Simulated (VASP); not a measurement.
# Ru2Rh (P6_3/mmc) in VASP: a series of runs, part 2 of 2

VASP 6.6.1. Earlier steps stand in the parts before.

## Step 3: Single point, PBE

This run uses another cell than the first one, of 13.92 Å³/atom.

INCAR

```
SYSTEM = Ru2Rh
PREC = Accurate ; ENCUT = 520
EDIFF = 1E-7 ; ISMEAR = 0
SIGMA = 0.1 ; LREAL = .FALSE.
LASPH = .TRUE. ; NELM = 80
ALGO = Normal ; ISIF = 2
LWAVE = .FALSE. ; LCHARG = .FALSE.
GGA = PE ; NBANDS = 52
```

KPOINTS

```
regular mesh
0
G
  6 6 2
  0 0 0
```

POSCAR

```
Ru2Rh
1.0
    2.7477399609      0.0000000000      0.0000000000
   -1.3738699805      2.3796126091      0.0000000000
    0.0000000000      0.0000000000     12.7714936310
Ru Rh
4 2
Direct
    0.3333333333      0.6666666667      0.5804742061
    0.6666666667      0.3333333333      0.0804742061
    0.3333333333      0.6666666667      0.9195257939
    0.6666666667      0.3333333333      0.4195257939
    0.3333333333      0.6666666667      0.2500000000
    0.6666666667      0.3333333333      0.7500000000
```

Potentials or basis: VASP PAW PBE potentials, release 64 (Ru_pv, Rh_pv).

Started as:

```
$ cat potpaw_PBE.64/Ru_pv/POTCAR potpaw_PBE.64/Rh_pv/POTCAR > POTCAR
$ mpirun -np 1 vasp_std > vasp.out
```

OUTCAR:

```text
SYSTEM = Ru2Rh
   PREC = Accurate
   ENCUT = 520
   EDIFF = 1E-7
   ISMEAR = 0
   LREAL = .FALSE.
   LASPH = .TRUE.
   NELM = 80
   ISIF = 2
   GGA = PE

 ion  position               nearest neighbor table
   1  0.333  0.667  0.580-   4 2.60   4 2.60   4 2.60   6 2.68   6 2.68   6 2.68
   2  0.667  0.333  0.080-   3 2.60   3 2.60   3 2.60   5 2.68   5 2.68   5 2.68
   3  0.333  0.667  0.920-   2 2.60   2 2.60   2 2.60   6 2.68   6 2.68   6 2.68
   4  0.667  0.333  0.420-   1 2.60   1 2.60   1 2.60   5 2.68   5 2.68   5 2.68
   5  0.333  0.667  0.250-   2 2.68   4 2.68   2 2.68   4 2.68   2 2.68   4 2.68
   6  0.667  0.333  0.750-   1 2.68   3 2.68   1 2.68   3 2.68   1 2.68   3 2.68

  LATTYP: Found a hexagonal cell.
 ALAT       =     2.7477399609
 C/A-ratio  =     4.6479993787

  Lattice vectors:

 A1 = (   2.7477399609,   0.0000000000,   0.0000000000)
 A2 = (  -1.3738699805,   2.3796126091,   0.0000000000)
 A3 = (   0.0000000000,   0.0000000000,  12.7714936310)

Analysis of symmetry for initial positions (statically):
=====================================================================
 Subroutine PRICEL returns:
 Original cell was already a primitive cell.

 Routine SETGRP: Setting up the symmetry group for a
 hexagonal supercell.

 Subroutine GETGRP returns: Found 24 space group operations
 (whereof 12 operations were pure point group operations)
 out of a pool of 24 trial point group operations.

The static configuration has the point symmetry D_3d.
 The point group associated with its full space group is D_6h.

Analysis of symmetry for dynamics (positions and initial velocities):
=====================================================================
 Subroutine PRICEL returns:
 Original cell was already a primitive cell.

 Routine SETGRP: Setting up the symmetry group for a
 hexagonal supercell.
[... 121 lines left out ...]
   IMIX   =      4    mixing-type and parameters
     AMIX     =   0.40;   BMIX     =  1.00
     AMIX_MAG =   1.60;   BMIX_MAG =  1.00
  volume/ion in A,a.u.               =      13.92        93.92
  Fermi-wavevector in a.u.,A,eV,Ry     =   1.653229  3.124151 37.187001  2.733167
  Thomas-Fermi vector in A             =   2.741703
   LORBIT       =      0    0 simple, 1 ext, 2 COOP (PROOUT), +10 PAW based schemes
   GGA     = PE    functional components
   LHFCALC =     F    Hartree Fock is set to
   AEXX    =    0.0000 exact exchange contribution
   IVDW    =     0    specifies the selected vdW correction
   LEPSILON=     F    determine dielectric tensor
   LRPA    =     F    only Hartree local field effects (RPA)
 non-spin polarized calculation
 Gauss-broadening in eV      SIGMA  =   0.10
  energy-cutoff  :      520.00
  volume of cell :       83.51
 maximum number of plane-waves:      2266
   NGX = 11   NGY = 11   NGZ = 47

 number of electron      86.0000002 magnetization

 Free energy of the ion-electron system (eV)
  ---------------------------------------------------
  ext. energy  EPLUGINS =         0.00000000
  ---------------------------------------------------
  free energy    TOTEN  =       -51.29068382 eV

  energy without entropy =      -51.23023122  energy(sigma->0) =      -51.26045752

 E-fermi :  12.3327     XC(G=0): -13.9571

 val. band max:       12.3173812928   @ k =   0.1667   0.0000   0.5000
 cond. band min:      12.3356067837   @ k =   0.0000   0.0000   0.5000
 fundamental gap:      0.0182254909
 Fermi energy:        12.3326552318

 k-point     1 :       0.0000    0.0000    0.0000
  band No.  band energies     occupation
      1     -34.6317      2.00000
      2     -34.6286      2.00000
      3     -34.1505      2.00000
      4     -34.1505      2.00000
      5     -34.1505      2.00000
      6     -34.1505      2.00000
[... 759 lines left out ...]
     51      19.0704      0.00000
     52      19.0705      0.00000

------------------------ aborting loop because EDIFF is reached ----------------------------------------

  FORCE on cell =-STRESS in cart. coord.  units (eV):
  Direction    XX          YY          ZZ          XY          YZ          ZX
  --------------------------------------------------------------------------------------
  -------------------------------------------------------------------------------------
  Total       -0.0841473     -0.0841473      0.1365638      0.0000000      0.0000000     -0.0000000
  in kB       -1.6144597     -1.6144597      2.6201289      0.0000000      0.0000000     -0.0000000
  external PRESSURE =      -0.2029302 kB  Pullay stress =       0.0000000 kB

 VOLUME and BASIS-vectors are now :
 -----------------------------------------------------------------------------
  energy-cutoff  :      520.00
  volume of cell :       83.51
      direct lattice vectors                 reciprocal lattice vectors
     2.747739961  0.000000000  0.000000000     0.363935458  0.210118234  0.000000000
    -1.373869981  2.379612609  0.000000000     0.000000000  0.420236469  0.000000000
     0.000000000  0.000000000 12.771493631     0.000000000  0.000000000  0.078299377

 POSITION                                       TOTAL-FORCE (eV/Angst)
 -----------------------------------------------------------------------------------
     -0.00000      1.58641      7.41352         0.000000     -0.000000      0.009232
      1.37387      0.79320      1.02778        -0.000000     -0.000000      0.009232
     -0.00000      1.58641     11.74372         0.000000     -0.000000     -0.009232
      1.37387      0.79320      5.35797         0.000000     -0.000000     -0.009232
     -0.00000      1.58641      3.19287         0.000000      0.000000      0.000000
      1.37387      0.79320      9.57862        -0.000000     -0.000000      0.000000
 -----------------------------------------------------------------------------------
    total drift:                                0.000000     -0.000000      0.000000

  FREE ENERGIE OF THE ION-ELECTRON SYSTEM (eV)
  ---------------------------------------------------
  free  energy   TOTEN  =       -51.2906838191 eV

  energy  without entropy=      -51.2302312155  energy(sigma->0) =      -51.26045752
```

stdout:

```text
POSCAR found type information on POSCAR RuRh
 POSCAR found :  2 types and       6 ions
 scaLAPACK will be used
 LDA part: xc-table for (Slater+PW92), standard interpolation
 POSCAR, INCAR and KPOINTS ok, starting setup
 FFT: planning ... GRIDC
 FFT: planning ... GRID_SOFT
 FFT: planning ... GRID
 WAVECAR not read
 entering main loop
```

It took 50 s on 1 thread of AMD EPYC 7R13 (Zen 3), shared host; peak memory 0.18 GiB.

What came out:

```yaml
Free_energy: -51.2907 eV
Pressure: 0.0 GPa
Largest_force: 0.009 eV/Å
Band_gap_on_the_k_mesh: zero (bands 43 and 44 overlap by 2.62 eV)
```

Forces in eV/Å, atoms in the order of the input:
```
Ru   0.000  0.000  0.009
Ru   0.000  0.000  0.009
Ru   0.000  0.000 -0.009
Ru   0.000  0.000 -0.009
Rh   0.000  0.000  0.000
Rh   0.000  0.000  0.000
```

Levels at points of the mesh, in eV from the Fermi level:
```csv
k point,band 39,band 40,band 41,band 42,band 43,band 44,band 45,band 46,band 47,band 48
"(0.00, 0.00, 0.00)",-2.17,-1.92,-1.92,-1.66,-1.40,-0.87,-0.87,-0.57,-0.57,0.31
"(0.50, 0.00, 0.00)",0.02,0.41,0.57,1.08,1.12,1.16,1.18,1.34,1.45,1.51
"(0.00, 0.00, 0.50)",-2.35,-2.35,-1.50,-1.50,-1.50,-1.50,0.00,0.00,0.00,0.00
"(0.50, 0.00, 0.50)",0.02,0.02,0.38,0.38,0.94,0.94,1.20,1.20,1.45,1.45
```

Caveat: the k points lie up to 0.44 Å⁻¹ apart, too coarse for converged energies and pressures of a metal.

## Step 4: Single point, PBE

This run uses another cell than the first one, of 13.86 Å³/atom.

INCAR

```
PREC = Accurate
ENCUT = 520
EDIFF = 1E-6
ISMEAR = 0
SIGMA = 0.1
LREAL = False
LASPH = True
NELM = 60
ALGO = Fast
ISIF = 2
LWAVE = False
LCHARG = False
GGA = PE
NBANDS = 52
```

KPOINTS

```
regular mesh
0
Gamma
  18 18 4
```

POSCAR

```
Ru2Rh
1.0
    2.7241358931      0.0000000000      0.0000000000
   -1.3620679466      2.3591708867      0.0000000000
    0.0000000000      0.0000000000     12.9442820152
Ru Rh
4 2
Direct
    0.3333333333      0.6666666667      0.5806402795
    0.6666666667      0.3333333333      0.0806402795
    0.3333333333      0.6666666667      0.9193597205
    0.6666666667      0.3333333333      0.4193597205
    0.3333333333      0.6666666667      0.2500000000
    0.6666666667      0.3333333333      0.7500000000
```

Potentials or basis: VASP PAW PBE potentials, release 64 (Ru_pv, Rh_pv).

Started as:

```
$ cat potpaw_PBE.64/Ru_pv/POTCAR potpaw_PBE.64/Rh_pv/POTCAR > POTCAR
$ mpirun -np 1 vasp_std > vasp.out
```

OUTCAR:

```text
PREC = Accurate
   ENCUT = 520
   EDIFF = 1E-6
   ISMEAR = 0
   LREAL = False
   LASPH = True
   NELM = 60
   ISIF = 2
   GGA = PE

 ion  position               nearest neighbor table
   1  0.333  0.667  0.581-   4 2.61   4 2.61   4 2.61   6 2.70   6 2.70   6 2.70
   2  0.667  0.333  0.081-   3 2.61   3 2.61   3 2.61   5 2.70   5 2.70   5 2.70
   3  0.333  0.667  0.919-   2 2.61   2 2.61   2 2.61   6 2.70   6 2.70   6 2.70
   4  0.667  0.333  0.419-   1 2.61   1 2.61   1 2.61   5 2.70   5 2.70   5 2.70
   5  0.333  0.667  0.250-   2 2.70   4 2.70   2 2.70   4 2.70   2 2.70   4 2.70
[... 1531 lines left out ...]
  -------------------------------------------------------------------------------------
  Total       -0.0066999     -0.0066999      0.0183913      0.0000000      0.0000000      0.0000000
  in kB       -0.1290361     -0.1290361      0.3542069      0.0000000      0.0000000      0.0000000
  external PRESSURE =       0.0320449 kB  Pullay stress =       0.0000000 kB

 VOLUME and BASIS-vectors are now :
 -----------------------------------------------------------------------------
  energy-cutoff  :      520.00
  volume of cell :       83.19
      direct lattice vectors                 reciprocal lattice vectors
     2.724135893  0.000000000  0.000000000     0.367088882  0.211938865  0.000000000
    -1.362067947  2.359170887  0.000000000     0.000000000  0.423877730  0.000000000
     0.000000000  0.000000000 12.944282015     0.000000000  0.000000000  0.077254188

 POSITION                                       TOTAL-FORCE (eV/Angst)
 -----------------------------------------------------------------------------------
     -0.00000      1.57278      7.51597        -0.000000     -0.000000      0.005556
      1.36207      0.78639      1.04383         0.000000      0.000000      0.005556
     -0.00000      1.57278     11.90045        -0.000000     -0.000000     -0.005556
      1.36207      0.78639      5.42831         0.000000      0.000000     -0.005556
     -0.00000      1.57278      3.23607         0.000000     -0.000000     -0.000000
      1.36207      0.78639      9.70821         0.000000      0.000000     -0.000000
 -----------------------------------------------------------------------------------
    total drift:                               -0.000000      0.000000     -0.000000

  FREE ENERGIE OF THE ION-ELECTRON SYSTEM (eV)
  ---------------------------------------------------
  free  energy   TOTEN  =       -51.4689843051 eV

  energy  without entropy=      -51.4367726938  energy(sigma->0) =      -51.45287850
```

stdout:

```text
POSCAR found type information on POSCAR RuRh
 POSCAR found :  2 types and       6 ions
 scaLAPACK will be used
 LDA part: xc-table for (Slater+PW92), standard interpolation
 POSCAR, INCAR and KPOINTS ok, starting setup
 FFT: planning ... GRIDC
 FFT: planning ... GRID_SOFT
 FFT: planning ... GRID
 WAVECAR not read
 entering main loop
```

Run time: 9.5 min. Hardware: 1 thread of AMD EPYC 7R13 (Zen 3), shared host; peak memory 0.43 GiB.

What came out:

```
Free energy            : -51.4690 eV
Pressure               : 0.0 GPa
Largest force          : 0.006 eV/Å
Band gap on the k mesh : zero (bands 43 and 44 overlap by 2.67 eV)
```

Forces in eV/Å, atoms in the order of the input:
```
Ru   0.000  0.000  0.006
Ru   0.000  0.000  0.006
Ru   0.000  0.000 -0.006
Ru   0.000  0.000 -0.006
Rh   0.000  0.000  0.000
Rh   0.000  0.000  0.000
```

Levels at points of the mesh, in eV from the Fermi level:
```
           k point  band 39  band 40  band 41  band 42  band 43  band 44  band 45  band 46
(0.00, 0.00, 0.00)    -2.16    -1.75    -1.74    -1.74    -1.51    -0.83    -0.83    -0.47
(0.50, 0.00, 0.00)     0.12     0.46     0.60     1.12     1.20     1.35     1.37     1.38
(0.00, 0.00, 0.50)    -2.31    -2.31    -1.38    -1.38    -1.38    -1.38     0.03     0.03
(0.50, 0.00, 0.50)     0.09     0.09     0.43     0.43     0.97     0.97     1.37     1.37
```

## Step 5: The runs side by side

| cell | k mesh | gap on the mesh (eV) | pressure (GPa) | largest force (eV/Å) |
| --- | --- | --- | --- | --- |
| a = 2.718, b = 2.718, c = 10.684 Å, angles 90.0, 90.0, 120.0°, 6 atoms, atomic positions A | 6 × 6 × 2 | none | 263.3 | 25.96 |
| a = 2.748, b = 2.748, c = 12.771 Å, angles 90.0, 90.0, 120.0°, 6 atoms, atomic positions B | 6 × 6 × 2 | none | 0.0 | 0.01 |
| a = 2.724, b = 2.724, c = 12.944 Å, angles 90.0, 90.0, 120.0°, 6 atoms, atomic positions C | 18 × 18 × 4 | none | 0.0 | 0.01 |

Alike in all rows: task single point; level PBE; potentials or basis VASP PAW PBE potentials, release 64 (Ru_pv, Rh_pv); no spin polarisation; cutoff (eV) 520; smearing gaussian 0.1 eV.

Caveats: some runs use coarse meshes; forces of over 1 eV/Å act on the atoms, so gaps and moduli don't describe the material at rest (at least some runs).

Absolute energies hang on the potentials; compare differences alone.

The gap in the log of VASP goes by the Fermi energy; the results here count the filled bands.